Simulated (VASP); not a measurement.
Wanted: the native input for a VASP 6.6.1 run.

```
Task                   : single point
Functional             : PBE
Potentials or basis    : VASP PAW PBE potentials, release 64 (Ir)
Cutoff                 : 520 eV
k mesh                 : 12 × 12 × 12
Occupations            : fermi-dirac, width 0.05 eV
Spin                   : no spin polarisation
Dipole correction      : no
Further INCAR settings : ALGO = Normal; EDIFF = 1e-07; NBANDS = 10
```

The structure of Ir lies in POSCAR:

```
Ir
1.0
    0.0000000000      1.9156000000      1.9156000000
    1.9539120000      0.0000000000      1.9156000000
    1.9539120000      1.9156000000      0.0000000000
Ir
1
Direct
    0.0000000000      0.0000000000      0.0000000000
```

One way to write it, as run:

INCAR

```
ALGO = Normal
EDIFF = 1E-7
ENCUT = 520
GGA = PE
ISIF = 2
ISMEAR = -1
LASPH = True
LCHARG = False
LREAL = False
LWAVE = False
NBANDS = 10
NELM = 80
PREC = Accurate
SIGMA = 0.05
```

KPOINTS

```
k-points
0
Gamma
  12 12 12
```

Potentials or basis: VASP PAW PBE potentials, release 64 (Ir).

Command:

```console
$ cat potpaw_PBE.64/Ir/POTCAR > POTCAR
$ mpirun -np 1 vasp_std > vasp.out
```

It gave:

| Item | Value |
| --- | --- |
| Pressure | 4.1 GPa |

Run time: 16 s on 1 thread of Intel(R) Xeon(R) Platinum 8259CL CPU @ 2.50GHz (Skylake/Cascade Lake), on a shared host, peak memory 0.14 GiB.
